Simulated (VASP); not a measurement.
TaAgS2:

```
Ta Ag S
1.0
     4.28906    0.00000    0.00000
     0.00000    4.28906    0.00000
     0.00000    0.00000    6.06564
Ta Ag S
1 1 2
Direct
  0.00000 0.00000 0.00000
  0.50000 0.50000 0.50000
  0.50000 0.00000 0.75000
  0.00000 0.50000 0.25000
```

| Property | Result |
| --- | --- |
| Program | VASP 6.6.1 |
| Task | relaxation of cell and atoms |
| Functional | PBE |
| Potentials or basis | VASP PAW PBE potentials, release 64 (Ta_pv, Ag, S) |
| Cutoff | 600 eV |
| k mesh | 4 × 4 × 4 |
| Occupations | gaussian, width 0.1 eV |
| Spin | no spin polarisation |

At the start: pressure -11.9 GPa; volume 27.90 Å³/atom.

Problem. Where does the relaxation end?

Solution. Over 25 steps the energy falls by 374.3 meV/atom and the volume is 21.31 Å³/atom (-23.6 %); space group P-4m2 (No. 115, to 0.05 Å).

Step by step:
```
step  energy change (eV)  largest force (eV/Å)  pressure (GPa)  volume (Å³)
   1              0.0000                1.9841          -11.95       111.58
   2             -1.0444                0.0156           10.44        81.25
   3             -1.2525                0.7287            0.60        88.37
   4             -1.2523                0.6904            1.08        87.94
   5             -1.3098                0.3600            1.02        88.72
   6             -1.3435                0.1214            1.17        89.81
   7             -1.3437                0.1697            1.18        89.92
   8             -1.3452                0.0393           -1.48        92.81
   9             -1.3505                0.0597           -0.27        91.43
  10             -1.3555                0.0703           -0.32        91.38
  11             -1.3732                0.0508           -0.53        91.18
  12             -1.3930                0.2030           -1.13        90.63
  13             -1.3958                0.1809           -0.87        90.24
  14             -1.3998                0.1111           -0.09        89.21
  15             -1.3991                0.0674            1.54        87.13
  16             -1.4006                0.0194            0.74        88.12
  17             -1.4035                0.0005            0.77        87.91
  18             -1.4185                0.0028            0.83        87.25
  19             -1.4662                0.0330            0.78        85.68
  20             -1.4380                0.3810            0.75        81.67
  21             -1.4892                0.1454            0.68        84.44
  22             -1.4897                0.1622            0.67        84.11
  23             -1.4931                0.2192           -0.70        85.44
  24             -1.4935                0.2037           -0.37        85.11
  25             -1.4972                0.0279            0.03        85.23
```

Final structure:
```cif
data_structure
_symmetry_space_group_name_H-M 'P 1'
_symmetry_Int_Tables_number 1
_cell_length_a 3.4322
_cell_length_b 3.4322
_cell_length_c 7.2349
_cell_angle_alpha 90.000
_cell_angle_beta 90.000
_cell_angle_gamma 90.000
_cell_volume 85.23
loop_
_atom_site_label
_atom_site_type_symbol
_atom_site_fract_x
_atom_site_fract_y
_atom_site_fract_z
_atom_site_occupancy
Ta1 Ta 0.00000 0.00000 0.00000 1
Ag1 Ag 0.50000 0.50000 0.50000 1
S1 S 0.50000 0.00000 0.77239 1
S2 S 0.00000 0.50000 0.22761 1
```

Caveat: the k points lie up to 0.46 Å⁻¹ apart in the final cell; the volume moved by over 15 % at a fixed basis, so the end points are rough.
